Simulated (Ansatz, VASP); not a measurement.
One calculation of Sc2Ta, two programs

```xyz
3
Lattice="4.9634 0.0000 0.0000 -2.4817 4.2985 0.0000 0.0000 0.0000 2.9397" Properties=species:S:1:pos:R:3 pbc="T T T"
Sc    0.0000    2.8656    1.4699
Sc    2.4817    1.4328    1.4699
Ta    0.0000    0.0000    0.0000
```

Change from the starting cell: species swapped into the CrB2 type (P6/mmm, No. 191).

Alike in both runs: task relaxation of cell and atoms; functional PBE; k mesh 6 × 6 × 6; occupations gaussian, width 0.1 eV; no spin polarisation.

```csv
,VASP,Ansatz
version,VASP 6.6.1,Ansatz 0.2.0
potentials or method,"VASP PAW PBE potentials, release 64 (Sc_sv, Ta_pv), cutoff 600 eV","scalar-relativistic, plane waves, PAW"
valence electrons in the cell,33,35
```

```tsv
	VASP	Ansatz	Ansatz less VASP
gap on the k mesh at the Fermi level, each at its own relaxed structure (eV)	none	none	-
relaxed volume (Å³/atom)	21.01	20.96	-0.057
relaxed length of the cell vector where the two differ most in proportion (Å)	5.037	5.029	-0.0078
```

A gap of «none» marks a metal or a gap that the smearing closes. VASP's potentials hold 33 valence electrons a cell and Ansatz's 35, so a difference there can come from the potentials and not from the codes.

Spin-orbit coupling is off throughout.
